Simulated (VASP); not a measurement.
A run of VASP 6.6.1:

Contents of INCAR:

```
SYSTEM = B17P16
PREC = Accurate
ENCUT = 520
EDIFF = 1E-7
ISMEAR = 0
SIGMA = 0.01
LREAL = Auto
LASPH = .True.
NELM = 60
ALGO = Normal
ISIF = 2
LWAVE = .False.
LCHARG = .True.
GGA = PE
LELF = .True.
LVHAR = .True.
NBANDS = 88
NELECT = 130.0
```

KPOINTS

```
Automatic mesh
0
Gamma
  2 2 2
  0.5 0.5 0.5
```

The input POSCAR:

```
B17P16
1.0
   -4.5481927936      4.5481927936     -4.5481927936
    4.5481927936     -4.5481927936     -4.5481927936
   -4.5481927936     -4.5481927936      4.5481927936
B P
17 16
Direct
    0.0000000000      0.2500000000      0.7500000000
    0.7500000000      0.2500000000      1.0000000000
    0.5000000000      0.2456159878      0.2456159878
    0.2500000000      0.0000000000      0.7500000000
    0.2456159878      0.2456159878      0.5000000000
    1.0091286897      1.0091286897      1.0091286897
    0.7500000000      0.0000000000      0.2500000000
    0.5000000000      0.7543840122      0.7543840122
    0.5000000000     -0.0091286897      0.5000000000
    0.2500000000      0.7500000000      1.0000000000
    0.0000000000      0.7500000000      0.2500000000
    0.7543840122      0.5000000000      0.7543840122
    0.7543840122      0.7543840122      0.5000000000
    0.5000000000      0.5000000000      0.9908713103
    0.2456159878      0.5000000000      0.2456159878
   -0.0091286897      0.5000000000      0.5000000000
    0.5000000000      0.5000000000      0.5000000000
    0.0011169794      0.5000000000      0.7511960869
    0.7511960869      0.5000000000      0.0011169794
    0.5000000000      0.5000000000      0.2419383985
    0.2488039131      0.2488039131      0.7499208925
    0.2419383985      0.5000000000      0.5000000000
   -0.0011169794      0.2500791075     -0.0011169794
    0.7499208925      0.2488039131      0.2488039131
    0.5000000000      0.0011169794      0.7511960869
    0.5000000000      0.2419383985      0.5000000000
    0.2500791075     -0.0011169794     -0.0011169794
   -0.0011169794     -0.0011169794      0.2500791075
    0.7580616015      0.7580616015      0.7580616015
    0.7511960869      0.0011169794      0.5000000000
    0.5000000000      0.7511960869      0.0011169794
    0.2488039131      0.7499208925      0.2488039131
    0.0011169794      0.7511960869      0.5000000000
```

Potentials or basis: VASP PAW PBE potentials, release 64 (B, P).

The run is started by

```console
$ cat potpaw_PBE.64/B/POTCAR potpaw_PBE.64/P/POTCAR > POTCAR
$ mpirun -np 1 vasp_std > vasp.out
```

Hardware: 1 thread of Intel(R) Xeon(R) Platinum 8488C (Sapphire Rapids), with other jobs on the host.

**Question.** How long does it take, and how much memory?

**Answer.** It took 97 s on 1 thread of Intel(R) Xeon(R) Platinum 8488C (Sapphire Rapids), with other jobs on the host, peak memory 0.49 GiB. Counts: scf iterations 14, k points 2.
